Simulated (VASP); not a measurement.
Crystal: AlN.

```
Al N
1.0
     0.00000    2.03452    2.03452
     2.03452    0.00000    2.03452
     2.03452    2.03452    0.00000
Al N
1 1
Cartesian
  2.0345 2.0345 2.0345
  0.0000 0.0000 0.0000
```

```yaml
Program: VASP 6.6.1
Task: relaxation of cell and atoms
Functional: LDA
Potentials_or_basis: VASP PAW LDA potentials, release 64 (Al, N)
Cutoff: 600 eV
k_mesh: 8 × 8 × 8
Occupations: gaussian, width 0.1 eV
Spin: no spin polarisation
```

At the start: pressure -10.6 GPa; volume 8.42 Å³/atom.

Problem. Where does the relaxation end?

Solution. Over 3 steps the energy falls by 11.6 meV/atom and the volume is 8.08 Å³/atom (-4.0 %); space group Fm-3m (No. 225, to 0.05 Å).

The path:
```
step  energy change (eV)  largest force (eV/Å)  pressure (GPa)  volume (Å³)
   1              0.0000                0.0000          -10.55        16.84
   2             -0.0003                0.0000           12.00        15.53
   3             -0.0233                0.0000           -0.07        16.16
```

Final structure:
```xyz
2
Lattice="0.0000 2.0068 2.0068 2.0068 0.0000 2.0068 2.0068 2.0068 0.0000" Properties=species:S:1:pos:R:3 pbc="T T T"
Al    2.0068    2.0068    2.0068
N     0.0000    0.0000    0.0000
```
